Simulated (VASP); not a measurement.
# Si2F3 (Pm-3m) in VASP: a series of runs

Runs on Si2F3. Level: PBE. Tasks: single point.

Everything below comes from runs of VASP 6.6.1. Logs are shortened: lines on timing, memory, paths and dates and some standing lists are left out, and cuts for length are marked.

### Step 1. The cell of the first run

Symmetry: Pm-3m, No. 221, cubic system. Conventional cell: a = 4.259 Å, b = 4.259 Å, c = 4.259 Å, α = 90.00°, β = 90.00°, γ = 90.00°. Within 4.0 Å of Si (site symmetry m-3m) lie 12 F at 3.01 Å and 8 Si at 3.69 Å. Within 2.8 Å of Si (site symmetry m-3m) lie 6 F at 2.13 Å. F (site symmetry 4/mmm) has 2 Si at 2.13 Å within 2.8 Å.

### Step 2. Single point, PBE

The input, INCAR:

```
SYSTEM = Si2F3
PREC = Accurate ; ENCUT = 520
EDIFF = 1E-6 ; ISMEAR = 0
SIGMA = 0.1 ; LREAL = .FALSE.
LASPH = .TRUE. ; NELM = 80
ALGO = Normal ; ISIF = 2
LWAVE = .FALSE. ; LCHARG = .FALSE.
GGA = PE ; NBANDS = 22
```

The input, KPOINTS:

```
regular mesh
0
G
  4 4 4
  0 0 0
```

The input, POSCAR:

```
Si2F3
1.0
    4.2594769300      0.0000000000      0.0000000000
    0.0000000000      4.2594769300      0.0000000000
    0.0000000000      0.0000000000      4.2594769300
Si F
2 3
Direct
    0.0000000000      0.0000000000      0.0000000000
    0.5000000000      0.5000000000      0.5000000000
    0.0000000000      0.5000000000      0.5000000000
    0.5000000000      0.0000000000      0.5000000000
    0.5000000000      0.5000000000      0.0000000000
```

Potentials or basis: VASP PAW PBE potentials, release 64 (Si, F).

Started as:

```console
cat potpaw_PBE.64/Si/POTCAR potpaw_PBE.64/F/POTCAR > POTCAR
mpirun -np 1 vasp_std > vasp.out
```

OUTCAR:

```text
SYSTEM = Si2F3
   PREC = Accurate
   ENCUT = 520
   EDIFF = 1E-6
   ISMEAR = 0
   LREAL = .FALSE.
   LASPH = .TRUE.
   NELM = 80
   ISIF = 2
   GGA = PE

 ion  position               nearest neighbor table
   1  0.000  0.000  0.000-
   2  0.500  0.500  0.500-   3 2.13   4 2.13   5 2.13   5 2.13   4 2.13   3 2.13
   3  0.000  0.500  0.500-   2 2.13   2 2.13
   4  0.500  0.000  0.500-   2 2.13   2 2.13
   5  0.500  0.500  0.000-   2 2.13   2 2.13

  LATTYP: Found a simple cubic cell.
 ALAT       =     4.2594769300

  Lattice vectors:

 A1 = (   4.2594769300,   0.0000000000,   0.0000000000)
 A2 = (   0.0000000000,   4.2594769300,   0.0000000000)
 A3 = (   0.0000000000,   0.0000000000,   4.2594769300)

Analysis of symmetry for initial positions (statically):
=====================================================================
 Subroutine PRICEL returns:
 Original cell was already a primitive cell.

 Routine SETGRP: Setting up the symmetry group for a
 simple cubic supercell.

 Subroutine GETGRP returns: Found 48 space group operations
 (whereof 48 operations were pure point group operations)
 out of a pool of 48 trial point group operations.

The static configuration has the point symmetry O_h .

Analysis of symmetry for dynamics (positions and initial velocities):
=====================================================================
 Subroutine PRICEL returns:
 Original cell was already a primitive cell.

 Routine SETGRP: Setting up the symmetry group for a
 simple cubic supercell.

 Subroutine GETGRP returns: Found 48 space group operations
 (whereof 48 operations were pure point group operations)
 out of a pool of 48 trial point group operations.

The dynamic configuration has the point symmetry O_h .

 Subroutine INISYM returns: Found 48 space group operations
 (whereof 48 operations are pure point group operations),
 and found     1 'primitive' translations

----------------------------------------------------------------------------------------

                                     Primitive cell

  volume of cell :      77.2803

  direct lattice vectors                    reciprocal lattice vectors
     4.259476930  0.000000000  0.000000000     0.234770611  0.000000000  0.000000000
     0.000000000  4.259476930  0.000000000     0.000000000  0.234770611  0.000000000
     0.000000000  0.000000000  4.259476930     0.000000000  0.000000000  0.234770611
[... 75 lines left out ...]
   EDIFF  = 0.1E-05   stopping-criterion for ELM
   LREAL  =      F    real-space projection
   EDIFFG = 0.1E-04   stopping-criterion for IOM
   NSW    =      0    number of steps for IOM
   IBRION =     -1    ionic relax: 0-MD 1-quasi-New 2-CG
   NFREE  =      0    steps in history (QN), initial steepest desc. (CG)
   ISIF   =      2    stress and relaxation
   ISYM   =      2    0-nonsym 1-usesym 2-fastsym
   POTIM  = 0.5000    time-step for ionic-motion
   TEBEG  =    0.0;   TEEND  =   0.0 temperature during run
   PSTRESS=    0.0 pullay stress
   NELECT =      29.0000    total number of electrons
   NUPDOWN=      -1.0000    fix difference up-down
   EMIN   =  10.00;   EMAX   =-10.00  energy-range for DOS
   EFERMI =   0.00;   METHOD = LEGACY
   ISMEAR =     0;   SIGMA  =   0.10  broadening in eV -4-tet -1-fermi 0-gaus
   EFERMI_NEDOS =   21; number of points for ismear=-14 and -15
   IALGO  =     38    algorithm
   IMIX   =      4    mixing-type and parameters
     AMIX     =   0.40;   BMIX     =  1.00
     AMIX_MAG =   1.60;   BMIX_MAG =  1.00
  volume/ion in A,a.u.               =      15.46       104.30
  Fermi-wavevector in a.u.,A,eV,Ry     =   1.180822  2.231431 18.971166  1.394341
  Thomas-Fermi vector in A             =   2.317107
   LORBIT       =      0    0 simple, 1 ext, 2 COOP (PROOUT), +10 PAW based schemes
   GGA     = PE    functional components
   LHFCALC =     F    Hartree Fock is set to
   AEXX    =    0.0000 exact exchange contribution
   IVDW    =     0    specifies the selected vdW correction
   LEPSILON=     F    determine dielectric tensor
   LRPA    =     F    only Hartree local field effects (RPA)
 non-spin polarized calculation
 Gauss-broadening in eV      SIGMA  =   0.10
  energy-cutoff  :      520.00
  volume of cell :       77.28
 maximum number of plane-waves:      2103
 NGX is ok and might be reduce to    32
   NGX = 15   NGY = 15   NGZ = 15

 number of electron      28.9999962 magnetization

 Free energy of the ion-electron system (eV)
  ---------------------------------------------------
  ext. energy  EPLUGINS =         0.00000000
  ---------------------------------------------------
  free energy    TOTEN  =       -20.64351390 eV

  energy without entropy =      -20.60542794  energy(sigma->0) =      -20.62447092

 E-fermi :   4.2117     XC(G=0):  -9.3090

 val. band max:        4.2066166519   @ k =   0.5000   0.5000   0.2500
 cond. band min:       4.2350401253   @ k =   0.2500   0.2500   0.2500
 fundamental gap:      0.0284234734
 Fermi energy:         4.2117310686

 k-point     1 :       0.0000    0.0000    0.0000
  band No.  band energies     occupation
      1     -20.7569      2.00000
      2     -20.1781      2.00000
      3     -20.1781      2.00000
      4      -3.9826      2.00000
      5      -3.9826      2.00000
      6      -3.9826      2.00000
[... 239 lines left out ...]
     21      13.5025      0.00000
     22      13.5025      0.00000

------------------------ aborting loop because EDIFF is reached ----------------------------------------

  FORCE on cell =-STRESS in cart. coord.  units (eV):
  Direction    XX          YY          ZZ          XY          YZ          ZX
  --------------------------------------------------------------------------------------
  -------------------------------------------------------------------------------------
  Total       -0.3729038     -0.3729038     -0.3729038      0.0000000     -0.0000000     -0.0000000
  in kB       -7.7310507     -7.7310507     -7.7310507      0.0000000     -0.0000000     -0.0000000
  external PRESSURE =      -7.7310507 kB  Pullay stress =       0.0000000 kB

 VOLUME and BASIS-vectors are now :
 -----------------------------------------------------------------------------
  energy-cutoff  :      520.00
  volume of cell :       77.28
      direct lattice vectors                 reciprocal lattice vectors
     4.259476930  0.000000000  0.000000000     0.234770611  0.000000000  0.000000000
     0.000000000  4.259476930  0.000000000     0.000000000  0.234770611  0.000000000
     0.000000000  0.000000000  4.259476930     0.000000000  0.000000000  0.234770611

 POSITION                                       TOTAL-FORCE (eV/Angst)
 -----------------------------------------------------------------------------------
      0.00000      0.00000      0.00000         0.000000      0.000000      0.000000
      2.12974      2.12974      2.12974         0.000000      0.000000      0.000000
      0.00000      2.12974      2.12974         0.000000      0.000000      0.000000
      2.12974      0.00000      2.12974         0.000000      0.000000      0.000000
      2.12974      2.12974      0.00000         0.000000      0.000000      0.000000
 -----------------------------------------------------------------------------------
    total drift:                                0.000000     -0.000000     -0.000000

  FREE ENERGIE OF THE ION-ELECTRON SYSTEM (eV)
  ---------------------------------------------------
  free  energy   TOTEN  =       -20.6435139015 eV

  energy  without entropy=      -20.6054279419  energy(sigma->0) =      -20.62447092
```

OSZICAR:

```text
N       E                     dE             d eps       ncg     rms          rms(c)
DAV:   1     0.140233802466E+03    0.14023E+03   -0.14619E+04   440   0.115E+03
DAV:   2    -0.137449740495E+02   -0.15398E+03   -0.14632E+03   542   0.251E+02
DAV:   3    -0.230303952213E+02   -0.92854E+01   -0.92097E+01   518   0.618E+01
DAV:   4    -0.231046909175E+02   -0.74296E-01   -0.74279E-01   488   0.625E+00
DAV:   5    -0.231053704363E+02   -0.67952E-03   -0.67920E-03   542   0.571E-01    0.916E+00
DAV:   6    -0.207587650982E+02    0.23466E+01   -0.10122E+01   470   0.239E+01    0.429E+00
DAV:   7    -0.206774438504E+02    0.81321E-01   -0.76939E-01   482   0.608E+00    0.170E+00
DAV:   8    -0.206510598630E+02    0.26384E-01   -0.15608E-01   496   0.172E+00    0.945E-01
DAV:   9    -0.206429461284E+02    0.81137E-02   -0.29663E-02   520   0.109E+00    0.231E-01
DAV:  10    -0.206433132963E+02   -0.36717E-03   -0.20300E-03   534   0.218E-01    0.101E-01
DAV:  11    -0.206435004431E+02   -0.18715E-03   -0.25557E-04   536   0.103E-01    0.171E-02
DAV:  12    -0.206435139355E+02   -0.13492E-04   -0.13325E-05   512   0.277E-02    0.918E-03
DAV:  13    -0.206435139015E+02    0.33952E-07   -0.16786E-06   470   0.797E-03
   1 F= -.20643514E+02 E0= -.20624471E+02  d E =-.380860E-01
```

Run time: 5.3 s. Hardware: 1 thread of Intel Xeon 6975P-C (Granite Rapids), shared host; peak memory 0.17 GiB.

What came out:

```
Free energy : -20.6435 eV
Pressure    : -0.8 GPa
```

Caveat: the k points lie up to 0.37 Å⁻¹ apart; an odd number of electrons without spin polarisation forces a metal; a magnetic or distorted state may lie lower.

### Step 3. Single point, PBE, collinear spin, ferromagnetic start

The input, INCAR:

```
PREC     = Accurate       # precision mode
ENCUT    = 520            # plane-wave cutoff, eV
EDIFF    = 1E-7           # SCF threshold, eV
ISMEAR   = 0              # smearing method
SIGMA    = 0.1            # smearing width, eV
LREAL    = F              # projectors in reciprocal space
LASPH    = T              # aspherical terms in the spheres
NELM     = 150            # most SCF steps
ALGO     = Normal         # electronic algorithm
ISIF     = 2              # what is computed and relaxed
LWAVE    = F              # write WAVECAR
LCHARG   = F              # write CHGCAR
ISPIN    = 2              # spin polarisation
MAGMOM   = 0 0 1 1 1      # initial moments
LORBIT   = 11             # projections on sites
GGA      = PE             # functional
NBANDS   = 26             # bands
```

The input, KPOINTS:

```
regular mesh
0
Gamma
  4 4 4
```

POSCAR is that of step 2.

Potentials or basis: VASP PAW PBE potentials, release 64 (Si, F).

Started as:

```console
cat potpaw_PBE.64/Si/POTCAR potpaw_PBE.64/F/POTCAR > POTCAR
mpirun -np 1 vasp_std > vasp.out
```

Run time: 14 s. Hardware: 1 thread of Intel Xeon 6975P-C (Granite Rapids), shared host; peak memory 0.2 GiB.

It converged, with:

```yaml
Free_energy: -20.7435 eV
Pressure: -0.9 GPa
Net_moment: 1.21 μB per cell
Site_moments: Si +0.36, +0.05; F +0.03 μB
Valence_electrons_inside_the_program's_atomic_spheres: Si 1.45, 1.37; F 6.04
```

Levels at points of the mesh, in eV from the Fermi level:
Spin up:
```
           k point  band 12  band 13  band 14  band 15  band 16  band 17  band 18  band 19
(0.00, 0.00, 0.00)    -5.41    -5.41    -4.71     0.95     0.95     0.95     5.51     5.51
(0.50, 0.00, 0.00)    -5.44    -4.83    -2.37    -0.65     0.61     0.61     3.24     5.39
(0.50, 0.50, 0.00)    -5.10    -4.97    -0.45    -0.45    -0.40     0.32     3.34     3.34
(0.50, 0.50, 0.50)    -4.96    -4.96     0.43     0.43     0.43     1.15     1.82     1.82
```
Spin down:
| k point | band 11 | band 12 | band 13 | band 14 | band 15 | band 16 | band 17 | band 18 |
| --- | --- | --- | --- | --- | --- | --- | --- | --- |
| (0.00, 0.00, 0.00) | -5.34 | -5.34 | -5.34 | -4.52 | 1.95 | 1.95 | 1.95 | 6.34 |
| (0.50, 0.00, 0.00) | -5.36 | -5.36 | -4.43 | -2.17 | 0.25 | 1.64 | 1.64 | 3.37 |
| (0.50, 0.50, 0.00) | -5.65 | -4.90 | -4.62 | -0.30 | 0.36 | 0.36 | 1.39 | 3.60 |
| (0.50, 0.50, 0.50) | -4.89 | -4.89 | -4.89 | 1.25 | 1.37 | 1.37 | 1.37 | 1.96 |

Caveat: the k points lie up to 0.37 Å⁻¹ apart.

### Step 4. Single point, PBE, collinear spin, ferromagnetic start

This run uses another cell than the first one, of 15.34 Å³/atom, 0.993 times its volume.

The input, INCAR:

```
PREC     = Accurate       # precision mode
ENCUT    = 520            # plane-wave cutoff, eV
EDIFF    = 1E-6           # SCF threshold, eV
ISMEAR   = 0              # smearing method
SIGMA    = 0.1            # smearing width, eV
LREAL    = False          # projectors in reciprocal space
LASPH    = True           # aspherical terms in the spheres
NELM     = 150            # most SCF steps
ALGO     = Normal         # electronic algorithm
ISIF     = 2              # what is computed and relaxed
LWAVE    = False          # write WAVECAR
LCHARG   = False          # write CHGCAR
ISPIN    = 2              # spin polarisation
MAGMOM   = 0 0 1 1 1      # initial moments
LORBIT   = 11             # projections on sites
GGA      = PE             # functional
NBANDS   = 26             # bands
```

The input, KPOINTS:

```
Automatic mesh
0
Gamma
  4 4 4
```

Changes to POSCAR since step 3:

```diff
@@ -2,5 +2,5 @@
 1.0
-    4.2594769300      0.0000000000      0.0000000000
-    0.0000000000      4.2594769300      0.0000000000
-    0.0000000000      0.0000000000      4.2594769300
+    4.2491172743      0.0000000000      0.0000000000
+    0.0000000000      4.2491172743      0.0000000000
+    0.0000000000      0.0000000000      4.2491172743
 Si F
```

Started as:

```console
cat potpaw_PBE.64/Si/POTCAR potpaw_PBE.64/F/POTCAR > POTCAR
mpirun -np 1 vasp_std > vasp.out
```

Run time: 13 s. Hardware: 1 thread of Intel Xeon 6975P-C (Granite Rapids), shared host; peak memory 0.2 GiB.

It converged, with:

| Item | Value |
| --- | --- |
| Free energy | -20.7450 eV |
| Pressure | -0.5 GPa |
| Net moment | 1.21 μB per cell |
| Site moments | Si +0.36, +0.05; F +0.03 μB |
| Valence electrons inside the program's atomic spheres | Si 1.45, 1.37; F 6.04 |

Levels at points of the mesh, in eV from the Fermi level:
Spin up:
| k point | band 13 | band 14 | band 15 | band 16 | band 17 | band 18 |
| --- | --- | --- | --- | --- | --- | --- |
| (0.00, 0.00, 0.00) | -5.47 | -4.71 | 0.96 | 0.96 | 0.96 | 5.49 |
| (0.50, 0.00, 0.00) | -4.85 | -2.37 | -0.66 | 0.62 | 0.62 | 3.25 |
| (0.50, 0.50, 0.00) | -5.02 | -0.46 | -0.46 | -0.39 | 0.32 | 3.35 |
| (0.50, 0.50, 0.50) | -5.01 | 0.43 | 0.43 | 0.43 | 1.18 | 1.80 |
Spin down:
```csv
k point,band 12,band 13,band 14,band 15,band 16,band 17
"(0.00, 0.00, 0.00)",-5.40,-5.40,-4.52,1.97,1.97,1.97
"(0.50, 0.00, 0.00)",-5.42,-4.45,-2.17,0.24,1.64,1.64
"(0.50, 0.50, 0.00)",-4.95,-4.63,-0.29,0.35,0.35,1.40
"(0.50, 0.50, 0.50)",-4.94,-4.94,1.27,1.37,1.37,1.37
```

Caveat: the k points lie up to 0.37 Å⁻¹ apart.

### Step 5. The runs side by side

| spin | cell | gap on the mesh (eV) | pressure (GPa) | moment (μB) |
| --- | --- | --- | --- | --- |
| off | a = 4.259 Å, 5 atoms | none | -0.8 | - |
| collinear, ferromagnetic start | a = 4.259 Å, 5 atoms | none | -0.9 | 1.21 |
| collinear, ferromagnetic start | a = 4.249 Å, 5 atoms | none | -0.5 | 1.21 |

Alike in all rows: task single point; level PBE; potentials or basis VASP PAW PBE potentials, release 64 (Si, F); k mesh 4 × 4 × 4; cutoff (eV) 520; smearing gaussian 0.1 eV.

Caveats: all runs use coarse meshes; an odd number of electrons without spin polarisation forces a metal (some runs); a magnetic or distorted state may lie lower (some runs).

Absolute energies hang on the potentials; compare differences alone.
